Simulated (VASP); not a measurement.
# HfN: relaxation of cell and atoms with BLYP+D3(BJ)

The system is HfN.

```
CELL_PARAMETERS angstrom
3.13391 0.00000 0.00000
-1.56695 2.71404 0.00000
0.00000 0.00000 5.41677
ATOMIC_POSITIONS crystal
Hf 0.66667 0.33333 0.75000
Hf 0.33333 0.66667 0.25000
N 0.00000 0.00000 0.00000
N 0.00000 0.00000 0.50000
```

```json
{"Program": "VASP 6.6.1", "Task": "relaxation of cell and atoms", "Functional": "BLYP", "Dispersion": "D3(BJ)", "Potentials or basis": "VASP PAW PBE potentials, release 64 (Hf_pv, N)", "Cutoff": "600 eV", "k mesh": "9 × 9 × 5", "Occupations": "fermi-dirac, width 0.1 eV", "Spin": "no spin polarisation", "Dipole correction": "no", "Further INCAR settings": "ALGO = Normal; EDIFF = 1e-06; IBRION = 2; EDIFFG = -0.01; NSW = 60; ISIF = 3"}
```

* Relaxed volume: 11.51 Å³/atom
* Relaxed cell: a = 3.127 Å, b = 3.127 Å, c = 5.435 Å, α = 90.00°, β = 90.00°, γ = 120.00°
* Space group after relaxing (to 0.05 Å): P6_3/mmc (No. 194)
* Energy gained by relaxing: 0.3 meV/atom
* Ionic steps: 5
* Pressure after relaxing: 0.0 GPa
* Band gap on the k mesh: zero (band 15 reaches 9.86 eV, above the bottom of band 16 at 8.22 eV)
* Dispersion energy per atom: -0.907 eV

Step by step:
```csv
step,energy change (eV),largest force (eV/Å),pressure (GPa),volume (Å³)
1,0.0000,0.0000,-0.23,46.07
2,-0.0008,0.0000,0.42,45.96
3,-0.0012,0.0000,0.19,46.00
4,-0.0012,0.0000,-0.31,46.08
5,-0.0012,0.0000,0.00,46.03
```

Final structure:
```
CELL_PARAMETERS angstrom
3.12743 0.00000 0.00000
-1.56371 2.70843 0.00000
0.00000 0.00000 5.43472
ATOMIC_POSITIONS crystal
Hf 0.66667 0.33333 0.75000
Hf 0.33333 0.66667 0.25000
N 0.00000 0.00000 0.00000
N 0.00000 0.00000 0.50000
```

Levels at points of the mesh, in eV from the Fermi level:
```
           k point  band 13  band 14  band 15  band 16  band 17  band 18
(0.00, 0.00, 0.00)    -3.67    -1.87    -0.68     0.67     0.67     1.26
```

It took 2.2 min on 1 thread of Intel(R) Xeon(R) Platinum 8488C (Sapphire Rapids), with other jobs on the host, peak memory 0.21 GiB.

Caveat: the PAW data sets were made with another functional, which shifts forces and pressure a little; spin-orbit coupling is left out, which moves the levels of the heavy elements; pairwise dispersion overbinds metals, which lowers pressure and volume.
